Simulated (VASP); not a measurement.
# KF (Fm-3m) in VASP: notebook

Aim: see how the results for KF move with the level of theory and the settings. Levels: LDA, revPBE+D4. Tasks: single point.

Program: VASP 6.6.1. These are calculated values, not measurements. Logs are shortened: lines on timing, memory, paths and dates and some standing lists are left out, and cuts for length are marked.

## Step 1: The cell of the first run

It takes space group Fm-3m (No. 225, cubic). The conventional cell has a = 5.344 Å, b = 5.344 Å, c = 5.344 Å, α = 90.00°, β = 90.00°, γ = 90.00°. Within 3.5 Å of K (site symmetry m-3m) lie 6 F at 2.67 Å. Within 3.5 Å of F (site symmetry m-3m) lie 6 K at 2.67 Å.

## Step 2: Single point, LDA

Contents of INCAR:

```
SYSTEM = KF
ALGO = Normal
EDIFF = 1E-6
ENCUT = 600
GGA_COMPAT = .False.
ISIF = 2
ISMEAR = 0
LASPH = .True.
LCHARG = .False.
LREAL = .False.
LWAVE = .False.
NBANDS = 15
NELM = 120
PREC = Accurate
SIGMA = 0.025
```

Contents of KPOINTS:

```
k-points
0
Gamma
  9 9 9
  0 0 0
```

Contents of POSCAR:

```
KF
1.0
    0.0000000000      2.6718500000      2.6718500000
    2.6718500000      0.0000000000      2.6718500000
    2.6718500000      2.6718500000      0.0000000000
K F
1 1
Direct
    0.0000000000      0.0000000000      0.0000000000
    0.5000000000      0.5000000000      0.5000000000
```

Potentials or basis: VASP PAW LDA potentials, release 64 (K_sv, F).

The run is started by

```sh
cat potpaw_LDA.64/K_sv/POTCAR potpaw_LDA.64/F/POTCAR > POTCAR
mpirun -np 1 vasp_std > vasp.out
```

OUTCAR:

```text
SYSTEM = KF
   EDIFF = 1E-6
   ENCUT = 600
   ISIF = 2
   ISMEAR = 0
   LASPH = .True.
   LREAL = .False.
   NELM = 120
   PREC = Accurate

 ion  position               nearest neighbor table
   1  0.000  0.000  0.000-   2 2.67   2 2.67   2 2.67   2 2.67   2 2.67   2 2.67
   2  0.500  0.500  0.500-   1 2.67   1 2.67   1 2.67   1 2.67   1 2.67   1 2.67

  LATTYP: Found a face centered cubic cell.
 ALAT       =     5.3437000000

  Lattice vectors:

 A1 = (   0.0000000000,   2.6718500000,   2.6718500000)
 A2 = (   2.6718500000,   0.0000000000,   2.6718500000)
 A3 = (   2.6718500000,   2.6718500000,   0.0000000000)

Analysis of symmetry for initial positions (statically):
=====================================================================
 Subroutine PRICEL returns:
 Original cell was already a primitive cell.

 Routine SETGRP: Setting up the symmetry group for a
 face centered cubic supercell.

 Subroutine GETGRP returns: Found 48 space group operations
 (whereof 48 operations were pure point group operations)
 out of a pool of 48 trial point group operations.

The static configuration has the point symmetry O_h .

Analysis of symmetry for dynamics (positions and initial velocities):
=====================================================================
 Subroutine PRICEL returns:
 Original cell was already a primitive cell.

 Routine SETGRP: Setting up the symmetry group for a
 face centered cubic supercell.

 Subroutine GETGRP returns: Found 48 space group operations
 (whereof 48 operations were pure point group operations)
 out of a pool of 48 trial point group operations.

The dynamic configuration has the point symmetry O_h .

 Subroutine INISYM returns: Found 48 space group operations
 (whereof 48 operations are pure point group operations),
 and found     1 'primitive' translations

----------------------------------------------------------------------------------------

                                     Primitive cell

  volume of cell :      38.1475

  direct lattice vectors                    reciprocal lattice vectors
     0.000000000  2.671850000  2.671850000    -0.187136254  0.187136254  0.187136254
     2.671850000  0.000000000  2.671850000     0.187136254 -0.187136254  0.187136254
     2.671850000  2.671850000  0.000000000     0.187136254  0.187136254 -0.187136254

  length of vectors
     3.778566507  3.778566507  3.778566507     0.324129500  0.324129500  0.324129500

  position of ions in fractional coordinates (direct lattice)
[... 85 lines left out ...]
   ISIF   =      2    stress and relaxation
   ISYM   =      2    0-nonsym 1-usesym 2-fastsym
   POTIM  = 0.5000    time-step for ionic-motion
   TEBEG  =    0.0;   TEEND  =   0.0 temperature during run
   PSTRESS=    0.0 pullay stress
   NELECT =      16.0000    total number of electrons
   NUPDOWN=      -1.0000    fix difference up-down
   EMIN   =  10.00;   EMAX   =-10.00  energy-range for DOS
   EFERMI =   0.00;   METHOD = LEGACY
   ISMEAR =     0;   SIGMA  =   0.03  broadening in eV -4-tet -1-fermi 0-gaus
   EFERMI_NEDOS =   21; number of points for ismear=-14 and -15
   IALGO  =     38    algorithm
   IMIX   =      4    mixing-type and parameters
     AMIX     =   0.40;   BMIX     =  1.00
     AMIX_MAG =   1.60;   BMIX_MAG =  1.00
  volume/ion in A,a.u.               =      19.07       128.72
  Fermi-wavevector in a.u.,A,eV,Ry     =   1.225442  2.315750 20.431978  1.501708
  Thomas-Fermi vector in A             =   2.360480
   LORBIT       =      0    0 simple, 1 ext, 2 COOP (PROOUT), +10 PAW based schemes
   GGA     = CA    functional components
   LHFCALC =     F    Hartree Fock is set to
   AEXX    =    0.0000 exact exchange contribution
   IVDW    =     0    specifies the selected vdW correction
   LEPSILON=     F    determine dielectric tensor
   LRPA    =     F    only Hartree local field effects (RPA)
 non-spin polarized calculation
 Gauss-broadening in eV      SIGMA  =   0.03
  energy-cutoff  :      600.00
  volume of cell :       38.15
 maximum number of plane-waves:      1299
 NGX is ok and might be reduce to    30
   NGX = 15   NGY = 15   NGZ = 15

 number of electron      15.9999997 magnetization

 Free energy of the ion-electron system (eV)
  ---------------------------------------------------
  ext. energy  EPLUGINS =         0.00000000
  ---------------------------------------------------
  free energy    TOTEN  =        -9.03597799 eV

  energy without entropy =       -9.03597799  energy(sigma->0) =       -9.03597799

 E-fermi :  -3.0048     XC(G=0):  -9.1219

 val. band max:       -3.2341541365   @ k =   0.0000   0.0000   0.0000
 cond. band min:       2.5594802755   @ k =   0.0000   0.0000   0.0000
 fundamental gap:      5.7936344120
 Fermi energy:        -3.0047565988

 k-point     1 :       0.0000    0.0000    0.0000
  band No.  band energies     occupation
      1     -28.8636      2.00000
      2     -21.4515      2.00000
      3     -12.3363      2.00000
      4     -12.3363      2.00000
      5     -12.3363      2.00000
      6      -3.2342      2.00000
      7      -3.2342      2.00000
      8      -3.2342      2.00000
      9       2.5595      0.00000
     10       7.2822      0.00000
     11       7.2822      0.00000
     12       7.2822      0.00000
     13       9.0151      0.00000
     14       9.0151      0.00000
[... 401 lines left out ...]
      2     -21.4726      2.00000
      3     -12.9120      2.00000
      4     -12.5584      2.00000
      5     -12.5584      2.00000
      6      -3.4852      2.00000
      7      -3.2906      2.00000
      8      -3.2906      2.00000
      9       4.7197      0.00000
     10       6.6208      0.00000
     11       8.3164      0.00000
     12      10.3010      0.00000
     13      10.8340      0.00000
     14      10.8340      0.00000
     15      12.6898      0.00000

 [... further k-points ...]
[... 5 lines left out ...]
  --------------------------------------------------------------------------------------
  -------------------------------------------------------------------------------------
  Total       -0.8197144     -0.8197144     -0.8197144      0.0000000      0.0000000      0.0000000
  in kB      -34.4276156    -34.4276156    -34.4276156      0.0000000      0.0000000      0.0000000
  external PRESSURE =     -34.4276156 kB  Pullay stress =       0.0000000 kB

 VOLUME and BASIS-vectors are now :
 -----------------------------------------------------------------------------
  energy-cutoff  :      600.00
  volume of cell :       38.15
      direct lattice vectors                 reciprocal lattice vectors
     0.000000000  2.671850000  2.671850000    -0.187136254  0.187136254  0.187136254
     2.671850000  0.000000000  2.671850000     0.187136254 -0.187136254  0.187136254
     2.671850000  2.671850000  0.000000000     0.187136254  0.187136254 -0.187136254

 POSITION                                       TOTAL-FORCE (eV/Angst)
 -----------------------------------------------------------------------------------
      0.00000      0.00000      0.00000         0.000000     -0.000000     -0.000000
      2.67185      2.67185      2.67185        -0.000000      0.000000      0.000000
 -----------------------------------------------------------------------------------
    total drift:                                0.000000      0.000000      0.000000

  FREE ENERGIE OF THE ION-ELECTRON SYSTEM (eV)
  ---------------------------------------------------
  free  energy   TOTEN  =        -9.0359779916 eV

  energy  without entropy=       -9.0359779916  energy(sigma->0) =       -9.03597799
```

stdout:

```text
POSCAR found type information on POSCAR K F
 POSCAR found :  2 types and       2 ions
 scaLAPACK will be used
 LDA part: xc-table for (Slater(with rela. corr.)+CA(PZ))
 , standard interpolation
 POSCAR, INCAR and KPOINTS ok, starting setup
 FFT: planning ... GRIDC
 FFT: planning ... GRID_SOFT
 FFT: planning ... GRID
 WAVECAR not read
 entering main loop
```

Wall time 12 s (1 thread of Intel Xeon Platinum 8559C (Emerald Rapids), shared host); peak memory 0.15 GiB.

What came out:

```yaml
Free_energy: -9.0360 eV
Pressure: -3.4 GPa
Band_gap_on_the_k_mesh: 5.79 eV
```

Caveat: the cell stands under tension; an odd mesh through Γ misses points on the zone boundary, where band edges can lie.

## Step 3: Single point, revPBE+D4

Contents of INCAR:

```
SYSTEM = KF
PREC = Accurate ; ENCUT = 600
EDIFF = 1E-6 ; ISMEAR = 0
SIGMA = 0.01 ; LREAL = .False.
LASPH = .True. ; NELM = 120
ALGO = Normal ; ISIF = 2
LWAVE = .False. ; LCHARG = .True.
GGA = RE ; IVDW = 13
LELF = .True. ; LVHAR = .True.
NBANDS = 15 ; GGA_COMPAT = .False.
```

Contents of KPOINTS:

```
regular mesh
0
Gamma
  9 9 9
  0 0 0
```

POSCAR is that of step 2.

Potentials or basis: VASP PAW PBE potentials, release 64 (K_sv, F).

The run is started by

```sh
cat potpaw_PBE.64/K_sv/POTCAR potpaw_PBE.64/F/POTCAR > POTCAR
mpirun -np 1 vasp_std > vasp.out
```

OUTCAR:

```text
SYSTEM = KF
   PREC = Accurate
   ENCUT = 600
   EDIFF = 1E-6
   ISMEAR = 0
   LREAL = .False.
   LASPH = .True.
   NELM = 120
   ISIF = 2
   GGA = RE
   IVDW = 13

 ion  position               nearest neighbor table
   1  0.000  0.000  0.000-   2 2.67   2 2.67   2 2.67   2 2.67   2 2.67   2 2.67
   2  0.500  0.500  0.500-   1 2.67   1 2.67   1 2.67   1 2.67   1 2.67   1 2.67

  LATTYP: Found a face centered cubic cell.
 ALAT       =     5.3437000000

  Lattice vectors:

 A1 = (   0.0000000000,   2.6718500000,   2.6718500000)
 A2 = (   2.6718500000,   0.0000000000,   2.6718500000)
 A3 = (   2.6718500000,   2.6718500000,   0.0000000000)
[... 618 lines left out ...]

  DFT-D4 for vdW energy calculation

  Edisp (eV):   -0.23822

  FORCE on cell =-STRESS in cart. coord.  units (eV):
  Direction    XX          YY          ZZ          XY          YZ          ZX
  --------------------------------------------------------------------------------------
  -------------------------------------------------------------------------------------
  Total       0.60182     0.60182     0.60182     0.00000     0.00000    -0.00000
  in kB      25.27608    25.27608    25.27608     0.00000     0.00000    -0.00000
  external pressure =       25.28 kB  Pullay stress =        0.00 kB

 VOLUME and BASIS-vectors are now :
 -----------------------------------------------------------------------------
  energy-cutoff  :      600.00
  volume of cell :       38.15
      direct lattice vectors                 reciprocal lattice vectors
     0.000000000  2.671850000  2.671850000    -0.187136254  0.187136254  0.187136254
     2.671850000  0.000000000  2.671850000     0.187136254 -0.187136254  0.187136254
     2.671850000  2.671850000  0.000000000     0.187136254  0.187136254 -0.187136254

 POSITION                                       TOTAL-FORCE (eV/Angst)
 -----------------------------------------------------------------------------------
      0.00000      0.00000      0.00000        -0.000000      0.000000     -0.000000
      2.67185      2.67185      2.67185         0.000000     -0.000000      0.000000
 -----------------------------------------------------------------------------------
    total drift:                                0.000000      0.000000      0.000000

  FREE ENERGIE OF THE ION-ELECTRON SYSTEM (eV)
  ---------------------------------------------------
  free  energy   TOTEN  =        -8.1101630525 eV

  energy  without entropy=       -8.1101630525  energy(sigma->0) =       -8.11016305
```

OSZICAR:

```text
N       E                     dE             d eps       ncg     rms          rms(c)
DAV:   1     0.130485547523E+03    0.13049E+03   -0.90520E+03  1050   0.117E+03
DAV:   2    -0.305565105802E+01   -0.13354E+03   -0.12080E+03  1368   0.297E+02
DAV:   3    -0.896013795224E+01   -0.59045E+01   -0.58667E+01  1344   0.576E+01
DAV:   4    -0.912651932835E+01   -0.16638E+00   -0.16635E+00  1431   0.889E+00
DAV:   5    -0.912809779249E+01   -0.15785E-02   -0.15785E-02  1396   0.799E-01    0.640E+00
DAV:   6    -0.786494337908E+01    0.12632E+01   -0.35917E+00  1134   0.149E+01    0.379E+00
DAV:   7    -0.785224147542E+01    0.12702E-01   -0.65894E-02  1267   0.232E+00    0.213E+00
DAV:   8    -0.786736514583E+01   -0.15124E-01   -0.63023E-02  1127   0.250E+00    0.212E-01
DAV:   9    -0.787053917346E+01   -0.31740E-02   -0.59097E-03  1372   0.617E-01    0.145E-01
DAV:  10    -0.787171604396E+01   -0.11769E-02   -0.93995E-04  1099   0.257E-01    0.667E-02
DAV:  11    -0.787193503995E+01   -0.21900E-03   -0.25875E-04  1148   0.137E-01    0.211E-02
DAV:  12    -0.787194266023E+01   -0.76203E-05   -0.19949E-05  1148   0.443E-02    0.546E-03
DAV:  13    -0.787194405599E+01   -0.13958E-05   -0.58408E-06  1176   0.218E-02    0.314E-03
DAV:  14    -0.787194416552E+01   -0.10953E-06   -0.18265E-07  1050   0.421E-03
   1 F= -.81101631E+01 E0= -.81101631E+01  d E =-.422816E-17
```

stdout:

```text
POSCAR found type information on POSCAR K F
 POSCAR found :  2 types and       2 ions
 scaLAPACK will be used
 -----------------------------------------------------------------------------
|                                                                             |
|                                                                             |
|     You enforced a specific xc type in the INCAR file but a different       |
|     I HOPE YOU KNOW WHAT YOU ARE DOING!                                     |
|                                                                             |
 -----------------------------------------------------------------------------

 LDA part: xc-table for (Slater+PW92), standard interpolation
 POSCAR, INCAR and KPOINTS ok, starting setup
 FFT: planning ... GRIDC
 FFT: planning ... GRID_SOFT
 FFT: planning ... GRID
 WAVECAR not read
 entering main loop
```

Wall time 18 s (1 thread of Intel Xeon Platinum 8559C (Emerald Rapids), shared host); peak memory 0.17 GiB.

Results:

```yaml
Free_energy: -8.1102 eV
Pressure: 2.5 GPa
Band_gap_on_the_k_mesh: 6.47 eV
Dispersion_energy_per_atom: -0.119 eV
```

Caveat: the PAW data sets were made with another functional, which shifts forces and pressure a little; an odd mesh through Γ misses points on the zone boundary, where band edges can lie.

[end of part 1 of 2]
